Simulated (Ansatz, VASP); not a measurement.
# Sb2W in VASP and in Ansatz

Contents of INCAR:

```
PREC = Accurate
ENCUT = 520
EDIFF = 1E-6
ISMEAR = -1
SIGMA = 0.005
LREAL = False
LASPH = True
NELM = 80
ALGO = Normal
ISIF = 2
LWAVE = False
LCHARG = True
GGA = PE
LELF = True
LVHAR = True
NBANDS = 19
```

File KPOINTS:

```
Automatic mesh
0
Gamma
  12 12 6
```

POSCAR

```
Sb2W
1.0
    3.4649380352      0.0000000000      0.0000000000
   -1.7324690176      3.0007243611      0.0000000000
    0.0000000000      0.0000000000      6.7174239015
W Sb
1 2
Direct
    0.0000000000      0.0000000000      0.0000000000
    0.3333333333      0.6666666667      0.2847523219
    0.6666666667      0.3333333333      0.7152476781
```

Input for Ansatz:

```yaml
crystal:
  lattice:
    - [3.464938035245, 0.0, 0.0]
    - [-1.732469017622, 3.000724361061, 0.0]
    - [0.0, 0.0, 6.7174239015]
  atoms:
    - { symbol: W, position: [0.0, 0.0, 0.0] }
    - { symbol: Sb, position: [0.3333333333333, 0.6666666666667, 0.2847523219] }
    - { symbol: Sb, position: [0.6666666666667, 0.3333333333333, 0.7152476781] }
basis:
  ecutwfc: "700 eV"
  ecutrho_ratio: 4
kpoints:
  mp_grid: { grid: [12, 12, 6] }
hamiltonian:
  xc: pbe
scf:
  occupations: { method: fermi_dirac, width: 0.005 }
output:
  forces: true
  stress: true
```

Alike in both runs: task single point; functional PBE; k mesh 12 × 12 × 6; occupations fermi-dirac, width 0.005 eV; no spin polarisation.

|  | VASP | Ansatz |
| --- | --- | --- |
| version | VASP 6.6.1 | Ansatz 0.2.0 |
| potentials or method | VASP PAW PBE potentials, release 64 (W_sv, Sb), cutoff 520 eV | scalar-relativistic, plane waves, PAW |
| valence electrons in the cell | 24 | 44 |

Ansatz gave:

```
pressure (GPa)                                                : 0.0
traceless stress, the component that is largest in VASP (GPa) : -0.04
rms of the force components (eV/Å)                            : 0.001
```

Task: Estimate VASP's values.

Result: Pressure (GPa): 0.0; traceless stress, the component that is largest in VASP (GPa): -0.06; rms of the force components (eV/Å): 0.006.

Atom by atom the forces differ by 0.005 eV/Å (rms over components). VASP's potentials hold 24 valence electrons a cell and Ansatz's 44, so a difference there can come from the potentials and not from the codes.

Spin-orbit coupling is off throughout.
